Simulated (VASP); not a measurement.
# Ti2Cl (P6/mmm) in VASP: a series of runs

The runs below take Ti2Cl through single point, relaxation of cell and atoms, with PBE.

Program: VASP 6.6.1. These are calculated values, not measurements. Logs are shortened: lines on timing, memory, paths and dates and some standing lists are left out, and cuts for length are marked.

## Step 1: The cell of the first run

It takes space group P6/mmm (No. 191, hexagonal). Conventional cell: a = 4.637 Å, b = 4.637 Å, c = 2.865 Å, α = 90.00°, β = 90.00°, γ = 120.00°. Within 3.5 Å of Ti (site symmetry -6m2) lie 3 Cl at 2.68 Å and 5 Ti at 2.68 to 2.86 Å. Cl (site symmetry 6/mmm) has 6 Ti at 2.68 Å and 2 Cl at 2.86 Å within 3.5 Å.

The cell was built from a structure type or drawn by symmetry, and may not be a known phase.

## Step 2: Single point, PBE

INCAR reads:

```
SYSTEM = Ti2Cl
PREC = Accurate ; ENCUT = 520
EDIFF = 1E-6 ; ISMEAR = 0
SIGMA = 0.1 ; LREAL = .FALSE.
LASPH = .TRUE. ; NELM = 60
ALGO = Normal ; ISIF = 2
LWAVE = .FALSE. ; LCHARG = .FALSE.
GGA = PE ; NBANDS = 22
```

KPOINTS reads:

```
regular mesh
0
G
  12 12 16
  0 0 0
```

POSCAR reads:

```
Ti2Cl
1.0
    4.6367790846      0.0000000000      0.0000000000
   -2.3183895423      4.0155684790      0.0000000000
    0.0000000000      0.0000000000      2.8645649612
Ti Cl
2 1
Direct
    0.3333333333      0.6666666667      0.0000000000
    0.6666666667      0.3333333333      0.0000000000
    0.0000000000      0.0000000000      0.0000000000
```

Potentials or basis: VASP PAW PBE potentials, release 64 (Ti_sv, Cl).

The run is started by

```
$ cat potpaw_PBE.64/Ti_sv/POTCAR potpaw_PBE.64/Cl/POTCAR > POTCAR
$ mpirun -np 1 vasp_std > vasp.out
```

OUTCAR:

```text
SYSTEM = Ti2Cl
   PREC = Accurate
   ENCUT = 520
   EDIFF = 1E-6
   ISMEAR = 0
   LREAL = .FALSE.
   LASPH = .TRUE.
   NELM = 60
   ISIF = 2
   GGA = PE

 ion  position               nearest neighbor table
   1  0.333  0.667  0.000-   3 2.68   2 2.68   2 2.68   3 2.68   3 2.68   2 2.68
   2  0.667  0.333  0.000-   1 2.68   3 2.68   1 2.68   3 2.68   3 2.68   1 2.68
   3  0.000  0.000  0.000-   1 2.68   2 2.68   2 2.68   1 2.68   2 2.68   1 2.68

  LATTYP: Found a hexagonal cell.
 ALAT       =     4.6367790846
 C/A-ratio  =     0.6177919864

  Lattice vectors:

 A1 = (   4.6367790846,   0.0000000000,   0.0000000000)
 A2 = (  -2.3183895423,   4.0155684790,   0.0000000000)
 A3 = (   0.0000000000,   0.0000000000,   2.8645649612)

Analysis of symmetry for initial positions (statically):
=====================================================================
 Subroutine PRICEL returns:
 Original cell was already a primitive cell.

 Routine SETGRP: Setting up the symmetry group for a
 hexagonal supercell.

 Subroutine GETGRP returns: Found 24 space group operations
 (whereof 24 operations were pure point group operations)
 out of a pool of 24 trial point group operations.

The static configuration has the point symmetry D_6h.

Analysis of symmetry for dynamics (positions and initial velocities):
=====================================================================
 Subroutine PRICEL returns:
 Original cell was already a primitive cell.

 Routine SETGRP: Setting up the symmetry group for a
 hexagonal supercell.

 Subroutine GETGRP returns: Found 24 space group operations
 (whereof 24 operations were pure point group operations)
 out of a pool of 24 trial point group operations.

The dynamic configuration has the point symmetry D_6h.

 Subroutine INISYM returns: Found 24 space group operations
 (whereof 24 operations are pure point group operations),
 and found     1 'primitive' translations

----------------------------------------------------------------------------------------

                                     Primitive cell

  volume of cell :      53.3362

  direct lattice vectors                    reciprocal lattice vectors
     4.636779085  0.000000000  0.000000000     0.215666949  0.124515371  0.000000000
    -2.318389542  4.015568479  0.000000000     0.000000000  0.249030743  0.000000000
     0.000000000  0.000000000  2.864564961     0.000000000  0.000000000  0.349093148

  length of vectors
     4.636779085  4.636779085  2.864564961     0.249030743  0.249030743  0.349093148

  position of ions in fractional coordinates (direct lattice)
     0.333333333  0.666666667  0.000000000
     0.666666667  0.333333333  0.000000000
     0.000000000  0.000000000  0.000000000

  ion indices of the primitive-cell ions
   primitive index   ion index
                 1           1
                 2           2
                 3           3

----------------------------------------------------------------------------------------

 KPOINTS: regular mesh

Automatic generation of k-mesh.
 Grid dimensions read from file:
 generate k-points for:   12   12   16

 Generating k-lattice:

  Cartesian coordinates                     Fractional coordinates (reciprocal lattice)
     0.017972246  0.010376281  0.000000000     0.083333333 -0.000000000  0.000000000
     0.000000000  0.020752562  0.000000000     0.000000000  0.083333333  0.000000000
     0.000000000  0.000000000  0.021818322     0.000000000  0.000000000  0.062500000

  Length of vectors
     0.020752562  0.020752562  0.021818322

  Shift w.r.t. Gamma in fractional coordinates (k-lattice)
     0.000000000  0.000000000  0.000000000

 Subroutine IBZKPT returns following result:
 ===========================================

 Found    171 irreducible k-points:

 Following reciprocal coordinates:
            Coordinates               Weight
  0.000000  0.000000  0.000000      1.000000
  0.083333  0.000000  0.000000      6.000000
  0.166667  0.000000  0.000000      6.000000
  0.250000 -0.000000  0.000000      6.000000
  0.333333  0.000000  0.000000      6.000000
  0.416667  0.000000  0.000000      6.000000
[... 16 lines left out ...]
  0.250000 -0.000000  0.062500     12.000000
  0.333333  0.000000  0.062500     12.000000
 [... further k-points ...]
   k-points           NKPTS =    171   k-points in BZ     NKDIM =    171   number of bands    NBANDS=     22
   number of dos      NEDOS =    301   number of ions     NIONS =      3
   total plane-waves  NPLWV =  31104
   dimension x,y,z NGX =    36 NGY =   36 NGZ =   24
   dimension x,y,z NGXF=    72 NGYF=   72 NGZF=   48
   ions per type =               2   1
   NGX,Y,Z   is equivalent  to a cutoff of  12.91, 12.91, 13.93 a.u.
   NGXF,Y,Z  is equivalent  to a cutoff of  25.81, 25.81, 27.86 a.u.
 SYSTEM =  Ti2Cl
   PREC   = accura    normal or accurate (medium, high low for compatibility)
   ISTART =      0    job   : 0-new  1-cont  2-samecut
   ICHARG =      2    charge: 1-file 2-atom 10-const
   ISPIN  =      1    spin polarized calculation?
   LNONCOLLINEAR =      F non collinear calculations
   LSORBIT =      F    spin-orbit coupling
   LASPH  =      T    aspherical Exc in radial PAW
   ENCUT  =  520.0 eV  38.22 Ry    6.18 a.u.   8.62  8.62  5.33*2*pi/ulx,y,z
   NELM   =     60;   NELMIN=  2; NELMDL= -5     # of ELM steps
   EDIFF  = 0.1E-05   stopping-criterion for ELM
   LREAL  =      F    real-space projection
   EDIFFG = 0.1E-04   stopping-criterion for IOM
   NSW    =      0    number of steps for IOM
   IBRION =     -1    ionic relax: 0-MD 1-quasi-New 2-CG
   NFREE  =      0    steps in history (QN), initial steepest desc. (CG)
   ISIF   =      2    stress and relaxation
   ISYM   =      2    0-nonsym 1-usesym 2-fastsym
   POTIM  = 0.5000    time-step for ionic-motion
   TEBEG  =    0.0;   TEEND  =   0.0 temperature during run
   PSTRESS=    0.0 pullay stress
   NELECT =      31.0000    total number of electrons
   NUPDOWN=      -1.0000    fix difference up-down
   EMIN   =  10.00;   EMAX   =-10.00  energy-range for DOS
   EFERMI =   0.00;   METHOD = LEGACY
   ISMEAR =     0;   SIGMA  =   0.10  broadening in eV -4-tet -1-fermi 0-gaus
   EFERMI_NEDOS =   21; number of points for ismear=-14 and -15
   IALGO  =     38    algorithm
   IMIX   =      4    mixing-type and parameters
     AMIX     =   0.40;   BMIX     =  1.00
     AMIX_MAG =   1.60;   BMIX_MAG =  1.00
  volume/ion in A,a.u.               =      17.78       119.98
  Fermi-wavevector in a.u.,A,eV,Ry     =   1.366222  2.581786 25.396135  1.866563
  Thomas-Fermi vector in A             =   2.492382
   LORBIT       =      0    0 simple, 1 ext, 2 COOP (PROOUT), +10 PAW based schemes
   GGA     = PE    functional components
   LHFCALC =     F    Hartree Fock is set to
   AEXX    =    0.0000 exact exchange contribution
   IVDW    =     0    specifies the selected vdW correction
   LEPSILON=     F    determine dielectric tensor
   LRPA    =     F    only Hartree local field effects (RPA)
 non-spin polarized calculation
 Gauss-broadening in eV      SIGMA  =   0.10
  energy-cutoff  :      520.00
  volume of cell :       53.34
 maximum number of plane-waves:      1454
 NGX is ok and might be reduce to    36
   NGX = 17   NGY = 17   NGZ = 11

 number of electron      30.9999998 magnetization

 Free energy of the ion-electron system (eV)
  ---------------------------------------------------
  ext. energy  EPLUGINS =         0.00000000
  ---------------------------------------------------
  free energy    TOTEN  =       -16.57587553 eV

  energy without entropy =      -16.55220588  energy(sigma->0) =      -16.56404070

 E-fermi :   7.7903     XC(G=0): -10.9900

 val. band max:        7.7883221570   @ k =   0.4167   0.1667   0.1875
 cond. band min:       7.8017409558   @ k =   0.1667   0.0000   0.0000
 fundamental gap:      0.0134187988
 Fermi energy:         7.7903021685

 k-point     1 :       0.0000    0.0000    0.0000
  band No.  band energies     occupation
      1     -49.0901      2.00000
      2     -48.9320      2.00000
      3     -25.5707      2.00000
      4     -25.5707      2.00000
      5     -25.1079      2.00000
      6     -25.0834      2.00000
[... 14 lines left out ...]
     21      10.5787      0.00000
     22      10.7925      0.00000

 k-point     2 :       0.0833    0.0000    0.0000
  band No.  band energies     occupation
      1     -49.0877      2.00000
      2     -48.9344      2.00000
      3     -25.5743      2.00000
      4     -25.5651      2.00000
      5     -25.1063      2.00000
      6     -25.0899      2.00000
[... 14 lines left out ...]
     21      10.5961      0.00000
     22      10.6124      0.00000

 k-point     3 :       0.1667    0.0000    0.0000
  band No.  band energies     occupation
      1     -49.0809      2.00000
      2     -48.9414      2.00000
      3     -25.5839      2.00000
      4     -25.5491      2.00000
      5     -25.1082      2.00000
      6     -25.1016      2.00000
[... 14 lines left out ...]
     21      10.3071      0.00000
     22      10.6394      0.00000

 k-point     4 :       0.2500   -0.0000    0.0000
  band No.  band energies     occupation
      1     -49.0701      2.00000
      2     -48.9523      2.00000
      3     -25.5964      2.00000
      4     -25.5253      2.00000
      5     -25.1350      2.00000
      6     -25.0942      2.00000
[... 14 lines left out ...]
     21       9.9728      0.00000
     22      10.6079      0.00000

 k-point     5 :       0.3333    0.0000    0.0000
  band No.  band energies     occupation
      1     -49.0569      2.00000
      2     -48.9657      2.00000
      3     -25.6084      2.00000
      4     -25.4984      2.00000
      5     -25.1648      2.00000
      6     -25.0852      2.00000
[... 14 lines left out ...]
     21       9.8580      0.00000
     22      10.5353      0.00000

 k-point     6 :       0.4167    0.0000    0.0000
  band No.  band energies     occupation
      1     -49.0440      2.00000
      2     -48.9787      2.00000
      3     -25.6168      2.00000
      4     -25.4757      2.00000
      5     -25.1896      2.00000
      6     -25.0764      2.00000
[... 14 lines left out ...]
     21       9.8486      0.00000
     22      10.4116      0.00000

 k-point     7 :       0.5000   -0.0000    0.0000
  band No.  band energies     occupation
      1     -49.0377      2.00000
      2     -48.9851      2.00000
      3     -25.6198      2.00000
      4     -25.4664      2.00000
      5     -25.1996      2.00000
      6     -25.0722      2.00000
[... 324 lines left out ...]
      6     -25.0820      2.00000
[... 14 lines left out ...]
     21      10.4929      0.00000
     22      10.8052      0.00000

 k-point    21 :       0.0833    0.0000    0.0625
  band No.  band energies     occupation
      1     -49.0859      2.00000
      2     -48.9327      2.00000
      3     -25.5724      2.00000
      4     -25.5632      2.00000
      5     -25.1223      2.00000
      6     -25.0885      2.00000
[... 14 lines left out ...]
     21      10.5010      0.00000
     22      10.6049      0.00000

 k-point    22 :       0.1667    0.0000    0.0625
  band No.  band energies     occupation
      1     -49.0790      2.00000
      2     -48.9397      2.00000
      3     -25.5819      2.00000
      4     -25.5472      2.00000
      5     -25.1177      2.00000
      6     -25.1065      2.00000
[... 14 lines left out ...]
     21      10.3193      0.00000
     22      10.5649      0.00000

 k-point    23 :       0.2500   -0.0000    0.0625
  band No.  band energies     occupation
      1     -49.0683      2.00000
      2     -48.9506      2.00000
      3     -25.5944      2.00000
      4     -25.5234      2.00000
      5     -25.1337      2.00000
      6     -25.1099      2.00000
[... 14 lines left out ...]
     21       9.9948      0.00000
     22      10.5615      0.00000

 k-point    24 :       0.3333    0.0000    0.0625
  band No.  band energies     occupation
      1     -49.0551      2.00000
      2     -48.9639      2.00000
      3     -25.6063      2.00000
      4     -25.4965      2.00000
      5     -25.1634      2.00000
      6     -25.1008      2.00000
[... 14 lines left out ...]
     21       9.9463      0.00000
     22      10.4988      0.00000

 [... further k-points ...]
[... 5 lines left out ...]
  --------------------------------------------------------------------------------------
  -------------------------------------------------------------------------------------
  Total        0.0296480      0.0296480     -0.0478653      0.0000000      0.0000000      0.0000000
  in kB        0.8906026      0.8906026     -1.4378360      0.0000000      0.0000000      0.0000000
  external PRESSURE =       0.1144564 kB  Pullay stress =       0.0000000 kB

 VOLUME and BASIS-vectors are now :
 -----------------------------------------------------------------------------
  energy-cutoff  :      520.00
  volume of cell :       53.34
      direct lattice vectors                 reciprocal lattice vectors
     4.636779085  0.000000000  0.000000000     0.215666949  0.124515371  0.000000000
    -2.318389542  4.015568479  0.000000000     0.000000000  0.249030743  0.000000000
     0.000000000  0.000000000  2.864564961     0.000000000  0.000000000  0.349093148

 POSITION                                       TOTAL-FORCE (eV/Angst)
 -----------------------------------------------------------------------------------
     -0.00000      2.67705      0.00000         0.000000     -0.000000     -0.000000
      2.31839      1.33852      0.00000        -0.000000      0.000000      0.000000
      0.00000      0.00000      0.00000         0.000000      0.000000     -0.000000
 -----------------------------------------------------------------------------------
    total drift:                               -0.000000      0.000000      0.000000

  FREE ENERGIE OF THE ION-ELECTRON SYSTEM (eV)
  ---------------------------------------------------
  free  energy   TOTEN  =       -16.5758755292 eV

  energy  without entropy=      -16.5522058807  energy(sigma->0) =      -16.56404070
```

It took 4.5 min on 1 thread of Intel Xeon 8259CL, shared host; peak memory 0.31 GiB.

What came out:

* Free energy: -16.5759 eV
* Pressure: 0.0 GPa
* Band gap on the k mesh: zero (an odd number of electrons rules out a gap without spin polarisation)

Stress tensor (GPa, compression positive):
```
 0.09  0.00  0.00
 0.00  0.09  0.00
 0.00  0.00 -0.14
```

Caveat: an odd number of electrons without spin polarisation forces a metal; a magnetic or distorted state may lie lower.

(Continued in part 2 of 2.)
